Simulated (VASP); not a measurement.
Crystal: S.

```
S
1.0
     1.63850    0.94599    0.86133
    -1.63850    0.94599    0.86133
     0.00000   -1.89198    0.86133
S
1
Direct
  0.00000 0.00000 0.00000
```

Program: VASP 6.6.1. Alike in all runs: task single point; potentials or basis VASP PAW PBE potentials, release 64 (S); no spin polarisation; cell as given; k mesh 12 × 12 × 12; smearing methfessel-paxton 0.02 eV.

Problem. Order these runs on this cell by their pressure, lowest first.
A. level PBE; cutoff (eV) 500
B. level r2SCAN; cutoff (eV) 550
C. level PBEsol; cutoff (eV) 500

Solution. C (204.1 GPa), A (211.4 GPa), B (215.8 GPa).

Caveats: the cell stands under pressure; the PAW data sets were made with another functional, which shifts forces and pressure a little (at least some runs).
